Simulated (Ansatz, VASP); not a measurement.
## One calculation of CuAs, two programs

Contents of INCAR:

```
PREC = Accurate ; ENCUT = 520
EDIFF = 1E-6 ; ISMEAR = 0
SIGMA = 0.15 ; LREAL = False
LASPH = True ; NELM = 60
ALGO = Normal ; ISIF = 2
LWAVE = False ; LCHARG = False
NBANDS = 24
```

The input KPOINTS:

```
Automatic mesh
0
Gamma
  15 15 10
```

Contents of POSCAR:

```
CuAs
1.0
    3.9434529561      0.0000000000      0.0000000000
   -1.9717264780      3.4151304386      0.0000000000
    0.0000000000      0.0000000000      4.2250154971
Cu As
2 2
Direct
    0.0000000000      0.0000000000      0.5000000000
    0.0000000000      0.0000000000      0.0000000000
    0.6666666667      0.3333333333      0.7500000000
    0.3333333333      0.6666666667      0.2500000000
```

Input for Ansatz:

```yaml
crystal:
  lattice:
    - [3.9434529561, 0.0, 0.0]
    - [-1.971726478, 3.4151304386, 0.0]
    - [0.0, 0.0, 4.2250154971]
  atoms:
    - { symbol: Cu, position: [0.0, 0.0, 0.5] }
    - { symbol: Cu, position: [0.0, 0.0, 0.0] }
    - { symbol: As, position: [0.6666666667, 0.3333333333, 0.75] }
    - { symbol: As, position: [0.3333333333, 0.6666666667, 0.25] }
basis:
  ecutwfc: 520.0
kpoints:
  mp_grid: { grid: [15, 15, 10] }
hamiltonian:
  xc: lda
scf:
  occupations: { method: gaussian, width: 0.15 }
output:
  forces: true
  stress: true
  eigenvalues: true
```

Alike in both runs: task single point; functional LDA; k mesh 15 × 15 × 10; occupations gaussian, width 0.15 eV; no spin polarisation.

|  | VASP | Ansatz |
| --- | --- | --- |
| version | VASP 6.6.1 | Ansatz 0.2.0 |
| potentials or method | VASP PAW LDA potentials, release 64 (Cu, As), cutoff 520 eV | scalar-relativistic, plane waves, PAW |
| valence electrons in the cell | 32 | 68 |

```tsv
	VASP	Ansatz	Ansatz less VASP
gap on the k mesh at the Fermi level (eV)	none	none	-
pressure (GPa)	12.9	12.3	-0.58
traceless stress, the component that is largest in VASP (GPa)	26.61	26.67	+0.064
```

LDA's correlation is that of Perdew and Zunger in VASP and of Perdew and Wang (1992) in Ansatz. A gap of «none» marks a metal or a gap that the smearing closes. VASP's potentials hold 32 valence electrons a cell and Ansatz's 68, so a difference there can come from the potentials and not from the codes.
